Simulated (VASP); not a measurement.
ScIn4: single point with PBE

ScIn4:

```
Sc In
1.0
     4.26423    0.00000    0.00000
     2.00394    5.32703    0.00000
     2.12235   -0.11482    5.34500
Sc In
1 4
Cartesian
  1.0612 -0.0574 2.6725
  5.2395 4.2776 0.4799
  3.1405 2.1271 1.6429
  5.2500 3.0851 3.7021
  3.1510 0.9347 4.8651
```

```json
{
 "Program": "VASP 6.6.1",
 "Task": "single point",
 "Functional": "PBE",
 "Potentials or basis": "VASP PAW PBE potentials, release 64 (Sc_sv, In_d)",
 "Cutoff": "520 eV",
 "k mesh": "6 × 4 × 4",
 "Occupations": "gaussian, width 0.1 eV",
 "Spin": "no spin polarisation",
 "Dipole correction": "no",
 "Further INCAR settings": "ALGO = Fast; EDIFF = 1e-06; NBANDS = 40"
}
```

```
Pressure               : 0.8 GPa
Largest force          : 0.138 eV/Å
Band gap on the k mesh : zero (an odd number of electrons rules out a gap without spin polarisation)
```

Forces in eV/Å, atoms in the order of the input:
```
Sc   0.000  0.000  0.000
In  -0.112 -0.014  0.079
In  -0.030 -0.012 -0.015
In   0.030  0.012  0.015
In   0.112  0.014 -0.079
```

Stress tensor (GPa, compression positive):
```
1.10 0.73 0.22
0.73 0.69 0.33
0.22 0.33 0.68
```

Levels at points of the mesh, in eV from the Fermi level:
| k point | band 29 | band 30 | band 31 | band 32 | band 33 | band 34 | band 35 | band 36 |
| --- | --- | --- | --- | --- | --- | --- | --- | --- |
| (0.00, 0.00, 0.00) | -2.47 | -0.24 | 0.03 | 0.09 | 0.33 | 1.59 | 1.90 | 2.02 |
| (0.50, 0.00, 0.00) | -3.11 | -2.46 | -1.00 | -0.01 | 0.13 | 1.11 | 1.83 | 2.00 |
| (0.00, 0.50, 0.00) | -1.91 | -1.72 | -0.64 | 0.33 | 1.10 | 1.23 | 1.66 | 2.05 |
| (0.50, 0.50, 0.00) | -3.15 | -2.56 | -1.20 | -0.30 | 0.03 | 1.25 | 1.86 | 2.11 |
| (0.00, 0.00, 0.50) | -1.91 | -1.74 | -0.64 | 0.33 | 1.08 | 1.21 | 1.65 | 2.03 |
| (0.50, 0.00, 0.50) | -3.01 | -2.47 | -1.15 | -0.10 | -0.10 | 1.22 | 1.87 | 2.09 |
| (0.00, 0.50, 0.50) | -0.92 | -0.26 | 0.75 | 0.95 | 0.96 | 1.37 | 1.97 | 3.26 |
| (0.50, 0.50, 0.50) | -3.09 | -2.54 | -1.13 | -0.08 | 0.09 | 1.15 | 1.85 | 2.01 |

Run time: 2.8 min on 1 thread of Intel(R) Xeon(R) 6975P-C (Granite Rapids), with other jobs on the host, peak memory 0.37 GiB.

Caveat: spin-orbit coupling is left out, which moves the levels of the heavy elements.
